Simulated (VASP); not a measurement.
# Si3N4 (Fd-3m) in VASP: single point with PBE

Aim: the single point of Si3N4 with PBE.

The COD entry that gives the cell may itself be a prediction, so a difference from it is no test against experiment.

Program: VASP 6.6.1. These are calculated values, not measurements. Logs are shortened: lines on timing, memory, paths and dates and some standing lists are left out, and cuts for length are marked.

**Experimental background.**

“Photoluminescence and electronic transitions in cubic silicon nitride”, 2016, pmc:4698759 quotes, for a powder of Si3N4: band gap 4.3 ± 0.25 eV (optical).

The results are compared with them further down.

### Step 1. The cell of the first run

The structure is cubic, space group Fd-3m (No. 227). Conventional cell: a = 7.789 Å, b = 7.789 Å, c = 7.789 Å, α = 90.00°, β = 90.00°, γ = 90.00°. Within 2.5 Å of Si (site symmetry -3m) lie 6 N at 1.89 Å. Si (site symmetry -43m) has 4 N at 1.79 Å within 2.4 Å. Within 2.4 Å of N (site symmetry 3m) lie 4 Si at 1.79 to 1.89 Å.

### Step 2. Single point, PBE

Input file INCAR:

```
SYSTEM = Si3N4
PREC = Accurate
ENCUT = 520
EDIFF = 1E-6
ISMEAR = 0
SIGMA = 0.01
LREAL = .False.
LASPH = .True.
NELM = 60
ALGO = Normal
ISIF = 2
LWAVE = .False.
LCHARG = .True.
GGA = PE
LELF = .True.
LVHAR = .True.
NBANDS = 45
```

Input file KPOINTS:

```
regular mesh
0
Gamma
  6 6 6
  0 0 0
```

Input file POSCAR:

```
Si3N4
1.0
    0.0000000000      3.8946819361      3.8946819361
    3.8946819361      0.0000000000      3.8946819361
    3.8946819361      3.8946819361      0.0000000000
Si N
6 8
Direct
    0.6250000000      0.6250000000      0.6250000000
    0.1250000000      0.6250000000      0.6250000000
    0.6250000000      0.6250000000      0.1250000000
    0.6250000000      0.1250000000      0.6250000000
    0.0000000000      0.0000000000      0.0000000000
    0.2500000000      0.2500000000      0.2500000000
    0.3824622034      0.3824622034      0.3824622034
    0.3973866101      0.8675377966      0.8675377966
    0.3824622034      0.3824622034      0.8526133899
    0.8675377966      0.3973866101      0.8675377966
    0.8526133899      0.3824622034      0.3824622034
    0.8675377966      0.8675377966      0.8675377966
    0.3824622034      0.8526133899      0.3824622034
    0.8675377966      0.8675377966      0.3973866101
```

Potentials or basis: VASP PAW PBE potentials, release 64 (Si, N).

Command:

```console
cat potpaw_PBE.64/Si/POTCAR potpaw_PBE.64/N/POTCAR > POTCAR
mpirun -np 1 vasp_std > vasp.out
```

OUTCAR:

```text
SYSTEM = Si3N4
   PREC = Accurate
   ENCUT = 520
   EDIFF = 1E-6
   ISMEAR = 0
   LREAL = .False.
   LASPH = .True.
   NELM = 60
   ISIF = 2
   GGA = PE

 ion  position               nearest neighbor table
   1  0.625  0.625  0.625-   8 1.89   9 1.89  10 1.89  11 1.89  13 1.89  14 1.89   2 2.75   3 2.75
                             4 2.75   3 2.75   4 2.75   2 2.75
   2  0.125  0.625  0.625-   7 1.89  12 1.89  10 1.89   9 1.89  13 1.89  14 1.89   1 2.75   3 2.75
                             4 2.75   1 2.75   3 2.75   4 2.75
   3  0.625  0.625  0.125-   7 1.89  12 1.89  10 1.89  11 1.89   8 1.89  13 1.89   1 2.75   1 2.75
                             2 2.75   4 2.75   4 2.75   2 2.75
   4  0.625  0.125  0.625-   7 1.89  12 1.89   9 1.89  11 1.89   8 1.89  14 1.89   1 2.75   3 2.75
                             1 2.75   2 2.75   3 2.75   2 2.75
   5  0.000  0.000  0.000-   8 1.79  10 1.79  14 1.79  12 1.79
   6  0.250  0.250  0.250-   9 1.79  11 1.79  13 1.79   7 1.79
   7  0.382  0.382  0.382-   6 1.79   3 1.89   4 1.89   2 1.89
   8  0.397  0.868  0.868-   5 1.79   1 1.89   4 1.89   3 1.89
   9  0.382  0.382  0.853-   6 1.79   1 1.89   4 1.89   2 1.89
  10  0.868  0.397  0.868-   5 1.79   1 1.89   3 1.89   2 1.89
  11  0.853  0.382  0.382-   6 1.79   1 1.89   4 1.89   3 1.89
  12  0.868  0.868  0.868-   5 1.79   3 1.89   4 1.89   2 1.89
  13  0.382  0.853  0.382-   6 1.79   1 1.89   3 1.89   2 1.89
  14  0.868  0.868  0.397-   5 1.79   1 1.89   4 1.89   2 1.89

  LATTYP: Found a face centered cubic cell.
 ALAT       =     7.7893638722

  Lattice vectors:

 A1 = (   0.0000000000,   3.8946819361,   3.8946819361)
 A2 = (   3.8946819361,   0.0000000000,   3.8946819361)
 A3 = (   3.8946819361,   3.8946819361,   0.0000000000)

Analysis of symmetry for initial positions (statically):
=====================================================================
 Subroutine PRICEL returns:
 Original cell was already a primitive cell.

 Routine SETGRP: Setting up the symmetry group for a
 face centered cubic supercell.

 Subroutine GETGRP returns: Found 48 space group operations
 (whereof 24 operations were pure point group operations)
 out of a pool of 48 trial point group operations.

The static configuration has the point symmetry T_d .
 The point group associated with its full space group is O_h .

Analysis of symmetry for dynamics (positions and initial velocities):
=====================================================================
 Subroutine PRICEL returns:
 Original cell was already a primitive cell.

 Routine SETGRP: Setting up the symmetry group for a
 face centered cubic supercell.

 Subroutine GETGRP returns: Found 48 space group operations
 (whereof 24 operations were pure point group operations)
 out of a pool of 48 trial point group operations.

The dynamic configuration has the point symmetry T_d .
 The point group associated with its full space group is O_h .

 Subroutine INISYM returns: Found 48 space group operations
 (whereof 24 operations are pure point group operations),
 and found     1 'primitive' translations

----------------------------------------------------------------------------------------

                                     Primitive cell

  volume of cell :     118.1533

  direct lattice vectors                    reciprocal lattice vectors
     0.000000000  3.894681936  3.894681936    -0.128380188  0.128380188  0.128380188
     3.894681936  0.000000000  3.894681936     0.128380188 -0.128380188  0.128380188
     3.894681936  3.894681936  0.000000000     0.128380188  0.128380188 -0.128380188

  length of vectors
     5.507912015  5.507912015  5.507912015     0.222361009  0.222361009  0.222361009

  position of ions in fractional coordinates (direct lattice)
     0.625000000  0.625000000  0.625000000
     0.125000000  0.625000000  0.625000000
     0.625000000  0.625000000  0.125000000
     0.625000000  0.125000000  0.625000000
     0.000000000  0.000000000  0.000000000
     0.250000000  0.250000000  0.250000000
     0.382462203  0.382462203  0.382462203
     0.397386610  0.867537797  0.867537797
     0.382462203  0.382462203  0.852613390
     0.867537797  0.397386610  0.867537797
     0.852613390  0.382462203  0.382462203
     0.867537797  0.867537797  0.867537797
[... 32 lines left out ...]
     0.021396698 -0.021396698  0.021396698     0.000000000  0.166666667  0.000000000
     0.021396698  0.021396698 -0.021396698     0.000000000  0.000000000  0.166666667

  Length of vectors
     0.037060168  0.037060168  0.037060168

  Shift w.r.t. Gamma in fractional coordinates (k-lattice)
     0.000000000  0.000000000  0.000000000

 Subroutine IBZKPT returns following result:
 ===========================================

 Found     16 irreducible k-points:

 Following reciprocal coordinates:
            Coordinates               Weight
  0.000000  0.000000  0.000000      1.000000
  0.166667  0.000000  0.000000      8.000000
  0.333333  0.000000  0.000000      8.000000
  0.500000  0.000000  0.000000      4.000000
  0.166667  0.166667  0.000000      6.000000
  0.333333  0.166667  0.000000     24.000000
[... 8 lines left out ...]
 -0.333333  0.333333  0.166667     24.000000
 -0.333333  0.500000  0.166667     12.000000
   k-points           NKPTS =     16   k-points in BZ     NKDIM =     16   number of bands    NBANDS=     45
   number of dos      NEDOS =    301   number of ions     NIONS =     14
   total plane-waves  NPLWV =  74088
   dimension x,y,z NGX =    42 NGY =   42 NGZ =   42
   dimension x,y,z NGXF=    84 NGYF=   84 NGZF=   84
   ions per type =               6   8
   NGX,Y,Z   is equivalent  to a cutoff of  12.68, 12.68, 12.68 a.u.
   NGXF,Y,Z  is equivalent  to a cutoff of  25.35, 25.35, 25.35 a.u.
 SYSTEM =  Si3N4
   PREC   = accura    normal or accurate (medium, high low for compatibility)
   ISTART =      0    job   : 0-new  1-cont  2-samecut
   ICHARG =      2    charge: 1-file 2-atom 10-const
   ISPIN  =      1    spin polarized calculation?
   LNONCOLLINEAR =      F non collinear calculations
   LSORBIT =      F    spin-orbit coupling
   LASPH  =      T    aspherical Exc in radial PAW
   ENCUT  =  520.0 eV  38.22 Ry    6.18 a.u.  10.24 10.24 10.24*2*pi/ulx,y,z
   NELM   =     60;   NELMIN=  2; NELMDL= -5     # of ELM steps
   EDIFF  = 0.1E-05   stopping-criterion for ELM
   LREAL  =      F    real-space projection
   EDIFFG = 0.1E-04   stopping-criterion for IOM
   NSW    =      0    number of steps for IOM
   IBRION =     -1    ionic relax: 0-MD 1-quasi-New 2-CG
   NFREE  =      0    steps in history (QN), initial steepest desc. (CG)
   ISIF   =      2    stress and relaxation
   ISYM   =      2    0-nonsym 1-usesym 2-fastsym
   POTIM  = 0.5000    time-step for ionic-motion
   TEBEG  =    0.0;   TEEND  =   0.0 temperature during run
   PSTRESS=    0.0 pullay stress
   NELECT =      64.0000    total number of electrons
   NUPDOWN=      -1.0000    fix difference up-down
   EMIN   =  10.00;   EMAX   =-10.00  energy-range for DOS
   EFERMI =   0.00;   METHOD = LEGACY
   ISMEAR =     0;   SIGMA  =   0.01  broadening in eV -4-tet -1-fermi 0-gaus
   EFERMI_NEDOS =   21; number of points for ismear=-14 and -15
   IALGO  =     38    algorithm
   IMIX   =      4    mixing-type and parameters
     AMIX     =   0.40;   BMIX     =  1.00
     AMIX_MAG =   1.60;   BMIX_MAG =  1.00
  volume/ion in A,a.u.               =       8.44        56.95
  Fermi-wavevector in a.u.,A,eV,Ry     =   1.334503  2.521845 24.230585  1.780898
  Thomas-Fermi vector in A             =   2.463279
   LORBIT       =      0    0 simple, 1 ext, 2 COOP (PROOUT), +10 PAW based schemes
   GGA     = PE    functional components
   LHFCALC =     F    Hartree Fock is set to
   AEXX    =    0.0000 exact exchange contribution
   IVDW    =     0    specifies the selected vdW correction
   LEPSILON=     F    determine dielectric tensor
   LRPA    =     F    only Hartree local field effects (RPA)
 non-spin polarized calculation
 Gauss-broadening in eV      SIGMA  =   0.01
  energy-cutoff  :      520.00
  volume of cell :      118.15
 maximum number of plane-waves:      3218
 NGX is ok and might be reduce to    42
   NGX = 21   NGY = 21   NGZ = 21

 number of electron      64.0000005 magnetization

 Free energy of the ion-electron system (eV)
  ---------------------------------------------------
  ext. energy  EPLUGINS =         0.00000000
  ---------------------------------------------------
  free energy    TOTEN  =      -112.48427523 eV

  energy without entropy =     -112.48427523  energy(sigma->0) =     -112.48427523

 E-fermi :   9.1662     XC(G=0): -12.2155

 val. band max:        9.0891182974   @ k =  -0.1667   0.1667   0.0000
 cond. band min:      12.4201161347   @ k =   0.0000   0.0000   0.0000
 fundamental gap:      3.3309978374
 Fermi energy:         9.1662351298

 k-point     1 :       0.0000    0.0000    0.0000
  band No.  band energies     occupation
      1      -9.6678      2.00000
      2      -6.3987      2.00000
      3      -5.4775      2.00000
      4      -5.4775      2.00000
      5      -5.4775      2.00000
      6      -4.5172      2.00000
[... 741 lines left out ...]
     43      18.8749      0.00000
     44      18.8749      0.00000
 [bands above 44 left out]

------------------------ aborting loop because EDIFF is reached ----------------------------------------

  FORCE on cell =-STRESS in cart. coord.  units (eV):
  Direction    XX          YY          ZZ          XY          YZ          ZX
  --------------------------------------------------------------------------------------
  -------------------------------------------------------------------------------------
  Total       -0.1456732     -0.1456732     -0.1456732      0.0000000     -0.0000000      0.0000000
  in kB       -1.9753514     -1.9753514     -1.9753514      0.0000000     -0.0000000      0.0000000
  external PRESSURE =      -1.9753514 kB  Pullay stress =       0.0000000 kB

 VOLUME and BASIS-vectors are now :
 -----------------------------------------------------------------------------
  energy-cutoff  :      520.00
  volume of cell :      118.15
      direct lattice vectors                 reciprocal lattice vectors
     0.000000000  3.894681936  3.894681936    -0.128380188  0.128380188  0.128380188
     3.894681936  0.000000000  3.894681936     0.128380188 -0.128380188  0.128380188
     3.894681936  3.894681936  0.000000000     0.128380188  0.128380188 -0.128380188

 POSITION                                       TOTAL-FORCE (eV/Angst)
 -----------------------------------------------------------------------------------
      4.86835      4.86835      4.86835        -0.000000     -0.000000     -0.000000
      4.86835      2.92101      2.92101        -0.000000     -0.000000     -0.000000
      2.92101      2.92101      4.86835        -0.000000     -0.000000     -0.000000
      2.92101      4.86835      2.92101        -0.000000     -0.000000     -0.000000
      0.00000      0.00000      0.00000        -0.000000     -0.000000     -0.000000
      1.94734      1.94734      1.94734        -0.000000     -0.000000     -0.000000
      2.97914      2.97914      2.97914        -0.005525     -0.005525     -0.005525
      6.75757      4.92648      4.92648         0.005525     -0.005525     -0.005525
      4.81023      4.81023      2.97914         0.005525      0.005525     -0.005525
      4.92648      6.75757      4.92648        -0.005525      0.005525     -0.005525
      2.97914      4.81023      4.81023        -0.005525      0.005525      0.005525
      6.75757      6.75757      6.75757         0.005525      0.005525      0.005525
      4.81023      2.97914      4.81023         0.005525     -0.005525      0.005525
      4.92648      4.92648      6.75757        -0.005525     -0.005525      0.005525
 -----------------------------------------------------------------------------------
    total drift:                                0.000000      0.000000      0.000000

  FREE ENERGIE OF THE ION-ELECTRON SYSTEM (eV)
  ---------------------------------------------------
  free  energy   TOTEN  =      -112.4842752296 eV

  energy  without entropy=     -112.4842752296  energy(sigma->0) =     -112.48427523
```

Wall time 84 s (1 thread of Intel Xeon Platinum 8488C (Sapphire Rapids), shared host); peak memory 0.28 GiB.

What came out:

```yaml
Free_energy: -112.4843 eV
Pressure: -0.2 GPa
Largest_force: 0.010 eV/Å
Band_gap_on_the_k_mesh: 3.33 eV, indirect (least direct gap 3.37 eV)
```

Forces on the atoms (eV/Å):
```
Si   0.000  0.000  0.000
Si   0.000  0.000  0.000
Si   0.000  0.000  0.000
Si   0.000  0.000  0.000
Si   0.000  0.000  0.000
Si   0.000  0.000  0.000
N   -0.006 -0.006 -0.006
N    0.006 -0.006 -0.006
N    0.006  0.006 -0.006
N   -0.006  0.006 -0.006
N   -0.006  0.006  0.006
N    0.006  0.006  0.006
N    0.006 -0.006  0.006
N   -0.006 -0.006  0.006
```

### Step 3. How close it comes

Step 2. A measured gap of Si3N4 is 4.3 eV (optical; powder; quoted in “Photoluminescence and electronic transitions in cubic silicon nitride”, 2016, pmc:4698759); the calculated 3.33 eV misses it by -0.97 eV. 2 values of this kind are on record (4.3 to 4.8 eV); this one was drawn at random, those with a stated uncertainty first. The value is that of PBE on a finite k mesh, which can miss the band edges, without temperature or zero-point motion. Semilocal functionals fall short of measured gaps as a rule.
